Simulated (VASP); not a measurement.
CdO (Monteponite):

```
Cd O
1.0
     0.00000    2.30154    2.30154
     2.30154    0.00000    2.30154
     2.30154    2.30154    0.00000
Cd O
1 1
Direct
  0.00000 0.00000 0.00000
  0.50000 0.50000 0.50000
```

Base run:

- Program: VASP 6.6.1
- Functional: BLYP
- Dispersion: D3(BJ)
- Potentials or basis: VASP PAW PBE potentials, release 64 (Cd, O)
- Cutoff: 600 eV
- k mesh: 10 × 10 × 10
- Occupations: fermi-dirac, width 0.05 eV
- Spin: no spin polarisation

Its results: band gap on the k mesh zero (band 9 reaches 3.05 eV, above the bottom of band 10 at 2.90 eV); pressure 16.9 GPa.

**Question.** The run is repeated on the same cell with these changes: functional from BLYP to revPBE; dispersion from D3(BJ) to none. What comes out?

**Answer.** Band gap on the k mesh zero (band 9 reaches 2.77 eV, above the bottom of band 10 at 2.51 eV); pressure 22.4 GPa.

Several settings changed at once, so the effect can't be laid on one alone.

Caveats: the PAW data sets were made with another functional, which shifts forces and pressure a little; pairwise dispersion overbinds metals, which lowers pressure and volume (some runs).
